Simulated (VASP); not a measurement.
Runs of VASP 6.6.1 on NiO2. The structure is that of space group P6_3/mmc (No. 194), or close to it. The cells are those of the table. 

| cell | gap on the mesh (eV) | pressure (GPa) | largest force (eV/Å) |
| --- | --- | --- | --- |
| a = 2.783, b = 2.742, c = 10.843 Å, angles 90.0, 90.0, 120.5°, 6 atoms | 1.17 | 3.8 | 0.34 |
| a = 2.783, b = 2.762, c = 10.843 Å, angles 90.0, 90.0, 120.2°, 6 atoms | 1.16 | 2.1 | 0.18 |
| a = 2.783, b = 2.825, c = 10.843 Å, angles 90.0, 90.0, 119.5°, 6 atoms | 1.06 | -3.7 | 0.21 |
| a = 2.783, b = 2.815, c = 10.843 Å, angles 90.0, 90.0, 119.6°, 6 atoms | (a) | (b) | 0.15 |

Alike in all rows: task single point; level PBEsol; potentials or basis VASP PAW PBE potentials, release 64 (Ni_sv_GW, O); no spin polarisation; k mesh 12 × 12 × 4; cutoff (eV) 700; smearing gaussian 0.05 eV.

Problem. Fill in the values left out.

Solution. (a) 1.08; (b) -2.8.

Caveats: the PAW data sets were made with another functional, which shifts forces and pressure a little; the run has no spin polarisation, though such a crystal can be magnetic; the stress differs along the axes, from 1 to 8 GPa (at least some runs); the cell stands under tension (at least some runs).

A k mesh can miss the band edges.
